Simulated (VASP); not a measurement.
# Al6SiN8 (a cell with a defect) in VASP: a series of runs

The runs below take Al6SiN8 (a cell with a defect) through single point, with LDA.

Everything below comes from runs of VASP 6.6.1. Logs are shortened: lines on timing, memory, paths and dates and some standing lists are left out, and cuts for length are marked.

**1. The cell of the first run**

The cell holds a defect, 15 atoms: a = 6.257 Å, b = 5.419 Å, c = 5.017 Å, α = 90.00°, β = 90.00°, γ = 90.00°.

**2. Single point, LDA**

Input file INCAR:

```
PREC = Accurate
ENCUT = 520
EDIFF = 1E-6
ISMEAR = 0
SIGMA = 0.05
LREAL = Auto
LASPH = True
NELM = 100
ALGO = Normal
ISIF = 2
LWAVE = False
LCHARG = True
LELF = True
LVHAR = True
NBANDS = 44
NELECT = 60.0
```

Input file KPOINTS:

```
regular mesh
0
Gamma
  2 2 2
```

Input file POSCAR:

```
Al6SiN8
1.0
   -3.1285880000     -5.4188740000      0.0000000000
    4.6928820000     -2.7094370000      0.0000000000
    0.0000000000      0.0000000000      5.0169550000
Al Si N
6 1 8
Direct
    0.5389397320      0.6772287005      0.5006987306
    0.2270652159      0.8430656278      1.0053578316
    0.0157499655      0.6381236846      0.4925041185
   -0.0908209868      0.3768766294      1.0105962681
    0.7727189111      0.1217576135      0.4782203548
    0.7533206844      0.8383635159      0.9901266804
    0.3347143149      0.3725542618      1.2562524479
    0.4889101980      0.8075184031      0.8360575289
    0.5768182928      0.3438438872      0.3700254437
    0.1535868858      0.1740225064      1.1225304991
    0.2750969968      0.6751037343      0.3206018392
   -0.0071674018      0.6638177036      0.8570443626
    0.0205980526      0.2781045465      0.3496557175
    0.7827829413      0.1344455958      0.8359295629
    0.7836542103      0.8065212717      0.3517414448
```

Potentials or basis: VASP PAW LDA potentials, release 64 (Al, Si, N).

Run with:

```console
> cat potpaw_LDA.64/Al/POTCAR potpaw_LDA.64/Si/POTCAR potpaw_LDA.64/N/POTCAR > POTCAR
> mpirun -np 1 vasp_std > vasp.out
```

OUTCAR:

```text
PREC = Accurate
   ENCUT = 520
   EDIFF = 1E-6
   ISMEAR = 0
   LREAL = Auto
   LASPH = True
   NELM = 100
   ISIF = 2
   NELECT = 60.0

 ion  position               nearest neighbor table
   1  0.539  0.677  0.501-  15 1.84   8 1.85  11 1.88   9 1.94   7 2.42   5 2.82   6 2.93   3 2.99
                             6 3.02   3 3.28   2 3.29   2 3.32   5 3.35
   2  0.227  0.843  0.005-  11 1.85   8 1.86  12 1.91  10 1.94   7 2.92   6 2.97   3 2.99   3 3.10
                             7 3.20   4 3.22   1 3.29   6 3.29   1 3.32
   3  0.016  0.638  0.493-  12 1.84  11 1.85  15 1.85  13 2.08   7 2.73   4 2.88   1 2.99   2 2.99
                             5 3.03   4 3.03   2 3.10   6 3.18   5 3.19   6 3.20   1 3.28
   4  0.909  0.377  0.011-  14 1.77  12 1.81  13 1.91  10 1.97   6 2.69   5 2.85   3 2.88   7 2.93
                             3 3.03   6 3.08   5 3.13   2 3.22
   5  0.773  0.122  0.478-  14 1.80   9 1.80  15 1.82  13 1.88   1 2.82   4 2.85   6 2.89   6 2.99
                             3 3.03   4 3.13   3 3.19   7 3.26   1 3.35
   6  0.753  0.838  0.990-  14 1.79  15 1.83   8 1.83  12 1.89   4 2.69   5 2.89   1 2.93   2 2.97
                             5 2.99   1 3.02   4 3.08   3 3.18   3 3.20   2 3.29
   7  0.335  0.373  0.256-   9 1.63  10 1.70  11 1.71  13 2.08   1 2.42   3 2.73   2 2.92   4 2.93
                             2 3.20   5 3.26
   8  0.489  0.808  0.836-   6 1.83   1 1.85   2 1.86
   9  0.577  0.344  0.370-   7 1.63   5 1.80   1 1.94
  10  0.154  0.174  0.123-  13 1.52   7 1.70   2 1.94   4 1.97
  11  0.275  0.675  0.321-   7 1.71   3 1.85   2 1.85   1 1.88
  12  0.993  0.664  0.857-   4 1.81   3 1.84   6 1.89   2 1.91
  13  0.021  0.278  0.350-  10 1.52   5 1.88   4 1.91   3 2.08   7 2.08
  14  0.783  0.134  0.836-   4 1.77   6 1.79   5 1.80
  15  0.784  0.807  0.352-   5 1.82   6 1.83   1 1.84   3 1.85

  LATTYP: Found a simple orthorhombic cell.
 ALAT       =     5.0169550000
 B/A-ratio  =     1.0801120458
 C/A-ratio  =     1.2472060331

  Lattice vectors:

 A1 = (   0.0000000000,   0.0000000000,  -5.0169550000)
 A2 = (   4.6928820000,  -2.7094370000,   0.0000000000)
 A3 = (  -3.1285880000,  -5.4188740000,   0.0000000000)

Analysis of symmetry for initial positions (statically):
=====================================================================
 Subroutine PRICEL returns:
 Original cell was already a primitive cell.

 Routine SETGRP: Setting up the symmetry group for a
 simple orthorhombic supercell.

 Subroutine GETGRP returns: Found  1 space group operations
 (whereof  1 operations were pure point group operations)
 out of a pool of  8 trial point group operations.

The static configuration has the point symmetry C_1 .

Analysis of symmetry for dynamics (positions and initial velocities):
=====================================================================
 Subroutine PRICEL returns:
 Original cell was already a primitive cell.

 Routine SETGRP: Setting up the symmetry group for a
 simple orthorhombic supercell.

 Subroutine GETGRP returns: Found  1 space group operations
 (whereof  1 operations were pure point group operations)
 out of a pool of  8 trial point group operations.

The dynamic configuration has the point symmetry C_1 .

 Subroutine INISYM returns: Found  1 space group operations
 (whereof  1 operations are pure point group operations),
 and found     1 'primitive' translations

----------------------------------------------------------------------------------------

                                     Primitive cell

  volume of cell :     170.1091

  direct lattice vectors                    reciprocal lattice vectors
    -3.128588000 -5.418874000  0.000000000    -0.079908253 -0.138405137  0.000000000
     4.692882000 -2.709437000  0.000000000     0.159816505 -0.092270092  0.000000000
     0.000000000  0.000000000  5.016955000     0.000000000  0.000000000  0.199324092

  length of vectors
     6.257176544  5.418873529  5.016955000     0.159816491  0.184540199  0.199324092

  position of ions in fractional coordinates (direct lattice)
     0.538939732  0.677228701  0.500698731
     0.227065216  0.843065628  0.005357832
     0.015749965  0.638123685  0.492504119
     0.909179013  0.376876629  0.010596268
     0.772718911  0.121757614  0.478220355
     0.753320684  0.838363516  0.990126680
     0.334714315  0.372554262  0.256252448
     0.488910198  0.807518403  0.836057529
[... 43 lines left out ...]

  Shift w.r.t. Gamma in fractional coordinates (k-lattice)
     0.000000000  0.000000000  0.000000000

 Subroutine IBZKPT returns following result:
 ===========================================

 Found      8 irreducible k-points:

 Following reciprocal coordinates:
            Coordinates               Weight
  0.000000  0.000000  0.000000      1.000000
  0.500000  0.000000  0.000000      1.000000
  0.000000  0.500000  0.000000      1.000000
  0.500000  0.500000  0.000000      1.000000
  0.000000  0.000000  0.500000      1.000000
  0.500000  0.000000  0.500000      1.000000
  0.000000  0.500000  0.500000      1.000000
  0.500000  0.500000  0.500000      1.000000
   k-points           NKPTS =      8   k-points in BZ     NKDIM =      8   number of bands    NBANDS=     44
   number of dos      NEDOS =    301   number of ions     NIONS =     15
   total plane-waves  NPLWV =  76800
   dimension x,y,z NGX =    48 NGY =   40 NGZ =   40
   dimension x,y,z NGXF=    96 NGYF=   80 NGZF=   80
   ions per type =               6   1   8
   NGX,Y,Z   is equivalent  to a cutoff of  12.75, 12.27, 13.25 a.u.
   NGXF,Y,Z  is equivalent  to a cutoff of  25.51, 24.54, 26.51 a.u.
 SYSTEM =  unknown system
   PREC   = accura    normal or accurate (medium, high low for compatibility)
   ISTART =      0    job   : 0-new  1-cont  2-samecut
   ICHARG =      2    charge: 1-file 2-atom 10-const
   ISPIN  =      1    spin polarized calculation?
   LNONCOLLINEAR =      F non collinear calculations
   LSORBIT =      F    spin-orbit coupling
   LASPH  =      T    aspherical Exc in radial PAW
   ENCUT  =  520.0 eV  38.22 Ry    6.18 a.u.  11.63 10.08  9.33*2*pi/ulx,y,z
   NELM   =    100;   NELMIN=  2; NELMDL= -5     # of ELM steps
   EDIFF  = 0.1E-05   stopping-criterion for ELM
   LREAL  =      T    real-space projection
   EDIFFG = 0.1E-04   stopping-criterion for IOM
   NSW    =      0    number of steps for IOM
   IBRION =     -1    ionic relax: 0-MD 1-quasi-New 2-CG
   NFREE  =      0    steps in history (QN), initial steepest desc. (CG)
   ISIF   =      2    stress and relaxation
   ISYM   =      2    0-nonsym 1-usesym 2-fastsym
   POTIM  = 0.5000    time-step for ionic-motion
   TEBEG  =    0.0;   TEEND  =   0.0 temperature during run
   PSTRESS=    0.0 pullay stress
   NELECT =      60.0000    total number of electrons
   NUPDOWN=      -1.0000    fix difference up-down
   EMIN   =  10.00;   EMAX   =-10.00  energy-range for DOS
   EFERMI =   0.00;   METHOD = LEGACY
   ISMEAR =     0;   SIGMA  =   0.05  broadening in eV -4-tet -1-fermi 0-gaus
   EFERMI_NEDOS =   21; number of points for ismear=-14 and -15
   IALGO  =     38    algorithm
   IMIX   =      4    mixing-type and parameters
     AMIX     =   0.40;   BMIX     =  1.00
     AMIX_MAG =   1.60;   BMIX_MAG =  1.00
  volume/ion in A,a.u.               =      11.34        76.53
  Fermi-wavevector in a.u.,A,eV,Ry     =   1.156687  2.185822 18.203588  1.337926
  Thomas-Fermi vector in A             =   2.293306
   LORBIT       =      0    0 simple, 1 ext, 2 COOP (PROOUT), +10 PAW based schemes
   GGA     = CA    functional components
   LHFCALC =     F    Hartree Fock is set to
   AEXX    =    0.0000 exact exchange contribution
   IVDW    =     0    specifies the selected vdW correction
   LEPSILON=     F    determine dielectric tensor
   LRPA    =     F    only Hartree local field effects (RPA)
 non-spin polarized calculation
 Gauss-broadening in eV      SIGMA  =   0.05
  energy-cutoff  :      520.00
  volume of cell :      170.11
 maximum number of plane-waves:      4616
 NGX is ok and might be reduce to    48
   NGX = 23   NGY = 21   NGZ = 19

 number of electron      59.9999999 magnetization

 Free energy of the ion-electron system (eV)
  ---------------------------------------------------
  ext. energy  EPLUGINS =         0.00000000
  ---------------------------------------------------
  free energy    TOTEN  =      -127.70514139 eV

  energy without entropy =     -127.70514125  energy(sigma->0) =     -127.70514132

 E-fermi :   4.7260     XC(G=0): -10.4578

 val. band max:        4.5565610143   @ k =   0.0000   0.0000   0.5000
 cond. band min:       4.8907655703   @ k =   0.0000   0.0000   0.0000
 fundamental gap:      0.3342045560
 Fermi energy:         4.7260020402

 k-point     1 :       0.0000    0.0000    0.0000
  band No.  band energies     occupation
      1     -13.7255      2.00000
      2     -10.3091      2.00000
      3      -9.3466      2.00000
      4      -8.6281      2.00000
      5      -8.0910      2.00000
      6      -7.9693      2.00000
[... 349 lines left out ...]
     41      12.6852      0.00000
     42      12.7677      0.00000
 [bands above 42 left out]

------------------------ aborting loop because EDIFF is reached ----------------------------------------

  FORCE on cell =-STRESS in cart. coord.  units (eV):
  Direction    XX          YY          ZZ          XY          YZ          ZX
  --------------------------------------------------------------------------------------
  -------------------------------------------------------------------------------------
  Total      -14.6271839    -11.6033740    -10.8854390     -4.5443785     -3.2881525     -5.4866981
  in kB     -137.7665155   -109.2866826   -102.5247932    -42.8013480    -30.9695504    -51.6766100
  external PRESSURE =    -116.5259971 kB  Pullay stress =       0.0000000 kB

 VOLUME and BASIS-vectors are now :
 -----------------------------------------------------------------------------
  energy-cutoff  :      520.00
  volume of cell :      170.11
      direct lattice vectors                 reciprocal lattice vectors
    -3.128588000 -5.418874000  0.000000000    -0.079908253 -0.138405137  0.000000000
     4.692882000 -2.709437000  0.000000000     0.159816505 -0.092270092  0.000000000
     0.000000000  0.000000000  5.016955000     0.000000000  0.000000000  0.199324092

 POSITION                                       TOTAL-FORCE (eV/Angst)
 -----------------------------------------------------------------------------------
      1.49203     -4.75535      2.51198         0.006219      0.024451     -0.003829
      3.24601     -3.51467      0.02688         0.018047     -0.015205     -0.033689
      2.94536     -1.81430      2.47087         0.014564      0.023702     -0.005299
     -1.07581     -5.94785      0.05316        -0.036631     -0.053958      0.006019
     -1.84612     -4.51716      2.39921        -0.004532     -0.024984      0.003247
      1.57751     -6.35364      4.96742        -0.024311     -0.000554      0.013218
      0.70117     -2.82319      1.28561        -0.035885      0.073722      0.029565
      2.25999     -4.83726      4.19446        -0.022899      0.030845      0.000683
     -0.19101     -4.05733      1.85640         0.034754      0.064299      0.047448
      0.33616     -1.30377      0.61473        -0.129343     -0.095215     -0.170527
      2.30752     -3.31987      1.60845         0.043837     -0.021163      0.005149
      0.00905     -7.17861      4.29975         0.020079     -0.030733     -0.009962
      1.24067     -0.86512      1.75421         0.110593      0.023130      0.117507
     -1.81807     -4.60607      4.19382         0.012587     -0.016602      0.010039
      1.33318     -6.43174      1.76467        -0.007079      0.018265     -0.009568
 -----------------------------------------------------------------------------------
    total drift:                                0.001970      0.000719      0.003552

  FREE ENERGIE OF THE ION-ELECTRON SYSTEM (eV)
  ---------------------------------------------------
  free  energy   TOTEN  =      -127.7051413860 eV

  energy  without entropy=     -127.7051412469  energy(sigma->0) =     -127.70514132
```

Wall time 2.5 min (1 thread of Intel Xeon Platinum 8259CL at 2.50GHz (Skylake/Cascade Lake), shared host); peak memory 0.23 GiB.

What came out:

* Free energy: -127.7051 eV
* Largest force: 0.234 eV/Å

Forces in eV/Å, atoms in the order of the input:
```
Al   0.006  0.024 -0.004
Al   0.018 -0.015 -0.034
Al   0.015  0.024 -0.005
Al  -0.037 -0.054  0.006
Al  -0.005 -0.025  0.003
Al  -0.024 -0.001  0.013
Si  -0.036  0.074  0.030
N   -0.023  0.031  0.001
N    0.035  0.064  0.047
N   -0.129 -0.095 -0.171
N    0.044 -0.021  0.005
N    0.020 -0.031 -0.010
N    0.111  0.023  0.118
N    0.013 -0.017  0.010
N   -0.007  0.018 -0.010
```

Caveat: the k points lie up to 0.63 Å⁻¹ apart; the cell carries a net charge on a neutralising background, which shifts energy and pressure; the cell is charged against a uniform background, so pressure and absolute levels hang on convention.

[end of part 1 of 3]
